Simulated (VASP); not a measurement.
# MgCd2O3 (P-3m1) in VASP: vibrations by perturbation theory with PBE

Aim: the vibrations by perturbation theory of MgCd2O3 with PBE.

All numbers are computed with VASP 6.6.1; they aren't measurements. Logs are shortened: lines on timing, memory, paths and dates and some standing lists are left out, and cuts for length are marked.

### 1 The cell of the first run

Symmetry: P-3m1, No. 164, trigonal system. Conventional cell: a = 3.238 Å, b = 3.238 Å, c = 8.090 Å, α = 90.00°, β = 90.00°, γ = 120.00°. Within 2.9 Å of Mg (site symmetry -3m) lie 6 O at 2.19 Å. Cd (site symmetry 3m) has 6 O at 2.35 to 2.38 Å and 3 Mg at 3.21 Å and 9 Cd at 3.24 to 3.42 Å within 3.5 Å. Within 3.0 Å of O (site symmetry 3m) lie 3 Mg at 2.19 Å and 3 Cd at 2.38 Å and 3 O at 2.95 Å. O (site symmetry -3m) has 6 Cd at 2.35 Å within 3.1 Å.

### 2 Vibrations by perturbation theory, PBE

File INCAR:

```
SYSTEM = MgCd2O3
  PREC = Accurate
  ENCUT = 520
  EDIFF = 1E-8
  ISMEAR = 0
  SIGMA = 0.01
  LREAL = .FALSE.
  LASPH = .TRUE.
  NELM = 100
  ALGO = Normal
  ISIF = 2
  LWAVE = .FALSE.
  LCHARG = .FALSE.
  GGA = PE
  IBRION = 8
  NSW = 1
  LEPSILON = .TRUE.
  KPAR = 4
```

File KPOINTS:

```
regular mesh
0
G
  12 12 4
  0 0 0
```

File POSCAR:

```
MgCd2O3
1.0
    3.2383456261      0.0000000000      0.0000000000
   -1.6191728131      2.8044895784      0.0000000000
    0.0000000000      0.0000000000      8.0895554489
Mg Cd O
1 2 3
Direct
    0.0000000000      0.0000000000      0.5000000000
    0.6666666667      0.3333333333      0.8232301413
    0.3333333333      0.6666666667      0.1767698587
    0.3333333333      0.6666666667      0.6413570638
    0.6666666667      0.3333333333      0.3586429362
    0.0000000000      0.0000000000      0.0000000000
```

Potentials or basis: VASP PAW PBE potentials, release 64 (Mg, Cd, O).

The run is started by

```console
$ cat potpaw_PBE.64/Mg/POTCAR potpaw_PBE.64/Cd/POTCAR potpaw_PBE.64/O/POTCAR > POTCAR
$ mpirun -np 4 vasp_std > vasp.out
```

OUTCAR:

```text
SYSTEM = MgCd2O3
   PREC = Accurate
   ENCUT = 520
   EDIFF = 1E-8
   ISMEAR = 0
   LREAL = .FALSE.
   LASPH = .TRUE.
   NELM = 100
   ISIF = 2
   GGA = PE
   IBRION = 8
   NSW = 1
   LEPSILON = .TRUE.

 ion  position               nearest neighbor table
   1  0.000  0.000  0.500-   4 2.19   5 2.19   4 2.19   5 2.19   5 2.19   4 2.19   2 3.21   3 3.21
                             3 3.21   2 3.21   3 3.21   2 3.21
   2  0.667  0.333  0.823-   6 2.35   6 2.35   6 2.35   4 2.38   4 2.38   4 2.38   1 3.21   1 3.21
                             1 3.21   3 3.42   3 3.42   3 3.42
   3  0.333  0.667  0.177-   6 2.35   6 2.35   6 2.35   5 2.38   5 2.38   5 2.38   1 3.21   1 3.21
                             1 3.21   2 3.42   2 3.42   2 3.42
   4  0.333  0.667  0.641-   1 2.19   1 2.19   1 2.19   2 2.38   2 2.38   2 2.38
   5  0.667  0.333  0.359-   1 2.19   1 2.19   1 2.19   3 2.38   3 2.38   3 2.38
   6  0.000  0.000  0.000-   2 2.35   3 2.35   3 2.35   2 2.35   2 2.35   3 2.35

  LATTYP: Found a hexagonal cell.
 ALAT       =     3.2383456261
 C/A-ratio  =     2.4980519015

  Lattice vectors:

 A1 = (   3.2383456261,   0.0000000000,   0.0000000000)
 A2 = (  -1.6191728131,   2.8044895784,   0.0000000000)
 A3 = (   0.0000000000,   0.0000000000,   8.0895554489)

Analysis of symmetry for initial positions (statically):
=====================================================================
 Subroutine PRICEL returns:
 Original cell was already a primitive cell.

 Routine SETGRP: Setting up the symmetry group for a
 hexagonal supercell.

 Subroutine GETGRP returns: Found 12 space group operations
 (whereof 12 operations were pure point group operations)
 out of a pool of 24 trial point group operations.

The static configuration has the point symmetry D_3d.

Analysis of symmetry for dynamics (positions and initial velocities):
=====================================================================
 Subroutine PRICEL returns:
 Original cell was already a primitive cell.

 Routine SETGRP: Setting up the symmetry group for a
 hexagonal supercell.

 Subroutine GETGRP returns: Found 12 space group operations
 (whereof 12 operations were pure point group operations)
 out of a pool of 24 trial point group operations.

The dynamic configuration has the point symmetry D_3d.

 Subroutine INISYM returns: Found 12 space group operations
 (whereof 12 operations are pure point group operations),
[... 954 lines left out ...]
          XX          YY          ZZ          XY          YZ          ZX
  --------------------------------------------------------------------------------
  x     0.00000     0.00000     0.00000     0.00000     0.00000     0.00000
  y     0.00000     0.00000     0.00000     0.00000     0.00000     0.00000
  z     0.00000     0.00000     0.00000     0.00000     0.00000     0.00000

 PIEZOELECTRIC TENSOR (including local field effects)  for field in x, y, z        (C/m^2)
          XX          YY          ZZ          XY          YZ          ZX
  --------------------------------------------------------------------------------
  x     0.00000     0.00000     0.00000     0.00000     0.00000     0.00000
  y     0.00000     0.00000     0.00000     0.00000     0.00000     0.00000
  z     0.00000     0.00000     0.00000     0.00000     0.00000     0.00000

 BORN EFFECTIVE CHARGES (including local field effects) (in |e|, cummulative output)
 ---------------------------------------------------------------------------------
 ion    1
    1     2.14615    -0.00000     0.00000
    2    -0.00000     2.14615     0.00000
    3     0.00000     0.00000     2.70622
 ion    2
    1     2.38371    -0.00000     0.00000
    2    -0.00000     2.38371     0.00000
    3     0.00000     0.00000     2.13375
 ion    3
    1     2.38371    -0.00000     0.00000
    2    -0.00000     2.38371     0.00000
    3     0.00000     0.00000     2.13375
 ion    4
    1    -2.24384     0.00000     0.00000
    2     0.00000    -2.24384     0.00000
    3     0.00000     0.00000    -2.45123
 ion    5
    1    -2.24384     0.00000     0.00000
    2     0.00000    -2.24384     0.00000
    3     0.00000     0.00000    -2.45123
 ion    6
    1    -2.42590     0.00000    -0.00000
    2     0.00000    -2.42590    -0.00000
    3    -0.00000     0.00000    -2.07126

 INTERNAL STRAIN TENSOR FOR ION    6 for displacements in x,y,z  (eV/Angst):
          X           Y           Z          XY          YZ          ZX
  --------------------------------------------------------------------------------
  x     0.00000     0.00000     0.00000     0.00000     0.00000     0.00000
  y     0.00000     0.00000     0.00000     0.00000     0.00000     0.00000
  z     0.00000     0.00000     0.00000     0.00000     0.00000     0.00000

 SECOND DERIVATIVES (NOT SYMMETRIZED)
 ------------------------------------
               1X          1Y          1Z          2X          2Y          2Z          3X          3Y          3Z          4X          4Y          4Z          5X          5Y          5Z          6X          6Y          6Z
  1X    -3.362921    0.000000    0.000000    0.298631   -0.000000    0.000000    0.298631   -0.000000    0.000000    1.350950   -0.000000    0.000000    1.350950   -0.000000    0.000000    0.063759   -0.000000    0.000000
  1Y     0.000000   -3.362921    0.000000   -0.000000    0.298631    0.000000   -0.000000    0.298631    0.000000   -0.000000    1.350950    0.000000   -0.000000    1.350950    0.000000   -0.000000    0.063759    0.000000
  1Z     0.000000    0.000000  -11.129976    0.000000   -0.000000    4.566218    0.000000   -0.000000    4.566218    0.000000    0.000000    2.289220    0.000000    0.000000    2.289220    0.000000    0.000000   -2.580900
  2X     0.306734   -0.000000    0.000000   -3.731245    0.000000   -0.000000    0.263202   -0.000000   -0.000000    1.346003   -0.000000    0.000000    0.044475   -0.000000    0.000000    1.770831   -0.000000   -0.000000
  2Y    -0.000000    0.306734    0.000000    0.000000   -3.731245   -0.000000   -0.000000    0.263202   -0.000000   -0.000000    1.346003    0.000000   -0.000000    0.044475    0.000000   -0.000000    1.770831    0.000000
  2Z     0.000000   -0.000000    4.568324    0.000000    0.000000  -13.118434    0.000000    0.000000    3.994093   -0.000000    0.000000    3.452801   -0.000000    0.000000   -2.556367    0.000000    0.000000    3.659582
  3X     0.306734   -0.000000    0.000000    0.263202   -0.000000   -0.000000   -3.731245    0.000000   -0.000000    0.044475   -0.000000    0.000000    1.346003   -0.000000    0.000000    1.770831   -0.000000   -0.000000
  3Y    -0.000000    0.306734    0.000000   -0.000000    0.263202   -0.000000    0.000000   -3.731245   -0.000000   -0.000000    0.044475    0.000000   -0.000000    1.346003    0.000000   -0.000000    1.770831    0.000000
  3Z     0.000000   -0.000000    4.568324    0.000000    0.000000    3.994093    0.000000    0.000000  -13.118434   -0.000000    0.000000   -2.556367   -0.000000    0.000000    3.452801    0.000000    0.000000    3.659582
  4X     1.357059   -0.000000    0.000000    1.343183   -0.000000    0.000000    0.042014   -0.000000    0.000000   -3.189810    0.000000    0.000000    0.633160   -0.000000    0.000000   -0.185607    0.000000    0.000000
  4Y    -0.000000    1.357059    0.000000   -0.000000    1.343183    0.000000   -0.000000    0.042014    0.000000    0.000000   -3.189810   -0.000000   -0.000000    0.633160    0.000000    0.000000   -0.185607    0.000000
  4Z     0.000000    0.000000    2.284076    0.000000   -0.000000    3.443704   -0.000000   -0.000000   -2.564578   -0.000000    0.000000   -9.258226    0.000000    0.000000    3.629490    0.000000    0.000000    2.465533
  5X     1.357059   -0.000000    0.000000    0.042014   -0.000000    0.000000    1.343183   -0.000000    0.000000    0.633160   -0.000000    0.000000   -3.189810    0.000000    0.000000   -0.185607    0.000000    0.000000
  5Y    -0.000000    1.357059    0.000000   -0.000000    0.042014    0.000000   -0.000000    1.343183    0.000000   -0.000000    0.633160    0.000000    0.000000   -3.189810   -0.000000    0.000000   -0.185607    0.000000
  5Z     0.000000    0.000000    2.284076   -0.000000   -0.000000   -2.564578    0.000000   -0.000000    3.443704    0.000000    0.000000    3.629490   -0.000000    0.000000   -9.258226    0.000000    0.000000    2.465533
  6X     0.071310   -0.000000    0.000000    1.768870   -0.000000    0.000000    1.768870   -0.000000    0.000000   -0.185693    0.000000    0.000000   -0.185693    0.000000    0.000000   -3.237664    0.000000    0.000000
  6Y    -0.000000    0.071310    0.000000   -0.000000    1.768870    0.000000   -0.000000    1.768870    0.000000    0.000000   -0.185693    0.000000    0.000000   -0.185693    0.000000    0.000000   -3.237664    0.000000
  6Z     0.000000    0.000000   -2.581859    0.000000   -0.000000    3.652889    0.000000    0.000000    3.652889    0.000000    0.000000    2.463644    0.000000   -0.000000    2.463644    0.000000    0.000000   -9.651207

 Eigenvectors and eigenvalues of the dynamical matrix
 ----------------------------------------------------

   1 f  =   14.482115 THz    90.993815 2PiTHz  483.071375 cm-1    59.893190 meV
             X         Y         Z           dx          dy          dz
      0.000000  0.000000  4.044778     0.000000   -0.000000    0.480592
      1.619173  0.934830  6.659566     0.000000   -0.000000   -0.125725
     -0.000000  1.869660  1.429990     0.000000   -0.000000   -0.125725
     -0.000000  1.869660  5.188294    -0.000000    0.000000   -0.325411
      1.619173  0.934830  2.901262    -0.000000    0.000000   -0.325411
      0.000000  0.000000  0.000000    -0.000000    0.000000    0.725005
[... 145 lines left out ...]
  18 f/i=    0.011512 THz     0.072333 2PiTHz    0.384005 cm-1     0.047611 meV
             X         Y         Z           dx          dy          dz
      0.000000  0.000000  4.044778     0.251171   -0.141461   -0.000000
      1.619173  0.934830  6.659566     0.535281   -0.301474   -0.000000
     -0.000000  1.869660  1.429990     0.535281   -0.301474   -0.000000
     -0.000000  1.869660  5.188294     0.202899   -0.114274   -0.000000
      1.619173  0.934830  2.901262     0.202899   -0.114274   -0.000000
      0.000000  0.000000  0.000000     0.201768   -0.113637   -0.000000

--------------------------------------------------------------------------------------------------------

 MACROSCOPIC STATIC DIELECTRIC TENSOR IONIC CONTRIBUTION
 ------------------------------------------------------
          13.112381    -0.000000    -0.000000
          -0.000000    13.112381    -0.000000
          -0.000000    -0.000000    11.368495
 ------------------------------------------------------

 ELASTIC MODULI CONTR FROM IONIC RELAXATION (kBar)
 Direction    XX          YY          ZZ          XY          YZ          ZX
 --------------------------------------------------------------------------------
 XX         -91.5362     25.9291    -13.5775      0.0000    -16.3265      0.0000
 YY          25.9291    -91.5362    -13.5775      0.0000     16.3265     -0.0000
 ZZ         -13.5775    -13.5775     -5.6516      0.0000      0.0000      0.0000
 XY           0.0000      0.0000      0.0000    -58.7326     -0.0000    -41.3589
 YZ         -16.3265     16.3265      0.0000     -0.0000    -10.6464      0.0000
 ZX           0.0000     -0.0000      0.0000    -41.3589      0.0000    -43.5378
 --------------------------------------------------------------------------------

 PIEZOELECTRIC TENSOR IONIC CONTR  for field in x, y, z        (C/m^2)
          XX          YY          ZZ          XY          YZ          ZX
  --------------------------------------------------------------------------------
  x    -0.00000    -0.00000    -0.00000     0.00000    -0.00000    -0.00000
  y     0.00000    -0.00000     0.00000     0.00000     0.00000     0.00000
  z     0.00000     0.00000    -0.00000    -0.00000     0.00000    -0.00000
```

It took 20 min on 4 MPI ranks of Intel Xeon Platinum 8259CL at 2.50GHz (Skylake/Cascade Lake), shared host; peak memory 1.4 GiB.

What came out:

* Electronic dielectric tensor (diagonal): 5.59, 5.59, 5.70
* Born charges (mean of the diagonal): Mg +2.33; Cd +2.30; O -2.31 e
* Highest phonon frequency at Γ, LO-TO splitting left out: 483 cm⁻¹

Phonon frequencies in cm⁻¹ (negative: imaginary):
```
              q point                                                      frequencies
(0.000, 0.000, 0.000)  0 0 0 92 92 129 129 183 240 240 257 257 260 265 265 324 476 483
```

Electronic dielectric tensor:
```
5.59 0.00 0.00
0.00 5.59 0.00
0.00 0.00 5.70
```

Born effective charge tensors (e):
atom 1, Mg
```
2.15 0.00 0.00
0.00 2.15 0.00
0.00 0.00 2.71
```
atom 2, Cd
```
2.38 0.00 0.00
0.00 2.38 0.00
0.00 0.00 2.13
```
atom 3, Cd
```
2.38 0.00 0.00
0.00 2.38 0.00
0.00 0.00 2.13
```
atom 4, O
```
-2.24  0.00  0.00
 0.00 -2.24  0.00
 0.00  0.00 -2.45
```
atom 5, O
```
-2.24  0.00  0.00
 0.00 -2.24  0.00
 0.00  0.00 -2.45
```
atom 6, O
```
-2.43  0.00  0.00
 0.00 -2.43  0.00
 0.00  0.00 -2.07
```
